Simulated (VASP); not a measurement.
# GaAs: single point with PBEsol

Slab: GaAs, a slab with vacuum.

```
As Ga
1.0
     8.00201    0.00000    0.00000
     0.00000    4.00100    0.00000
     0.00000    0.00000   22.07284
As Ga
6 6
Direct
  0.50000 0.50000 0.33978
  0.00000 0.50000 0.33978
  0.74949 0.99998 0.46652
  0.24978 0.00012 0.48436
  0.96980 0.49985 0.61170
  0.53179 0.49984 0.61205
  0.25000 0.50000 0.40387
  0.75000 0.50000 0.40387
  0.52895 0.99975 0.54049
  0.97112 0.99975 0.54011
  0.75145 0.99913 0.66289
  0.25096 0.49957 0.57131
```

```json
{
 "Program": "VASP 6.6.1",
 "Task": "single point",
 "Functional": "PBEsol",
 "Potentials or basis": "VASP PAW PBE potentials, release 64 (As, Ga_d)",
 "Cutoff": "400 eV",
 "k mesh": "5 × 9 × 1",
 "Occupations": "gaussian, width 0.05 eV",
 "Spin": "no spin polarisation"
}
```

The largest force is 0.422 eV/Å and the band gap on the k mesh is zero (band 54 reaches -0.94 eV, above the bottom of band 55 at -2.18 eV).

Forces on the atoms (eV/Å):
```
As  -0.155  0.000  0.305
As   0.156  0.000  0.313
As   0.002  0.000 -0.009
As   0.003  0.000 -0.009
As  -0.012 -0.003  0.025
As   0.012 -0.003  0.027
Ga   0.004 -0.001 -0.230
Ga  -0.005  0.000 -0.422
Ga  -0.001  0.001 -0.004
Ga  -0.003  0.001 -0.004
Ga  -0.001  0.002  0.009
Ga   0.001  0.003  0.000
```

Levels at points of the mesh, in eV from the Fermi level:
```
           k point  band 51  band 52  band 53  band 54  band 55  band 56  band 57  band 58
(0.00, 0.00, 0.00)    -0.73    -0.36    -0.04     0.11     0.80     0.88     1.39     1.46
```

Wall time 18 min on 1 thread of Intel(R) Xeon(R) 6975P-C (Granite Rapids) (shared host), peak memory 0.83 GiB.

Caveat: the PAW data sets were made with another functional, which shifts forces and pressure a little.
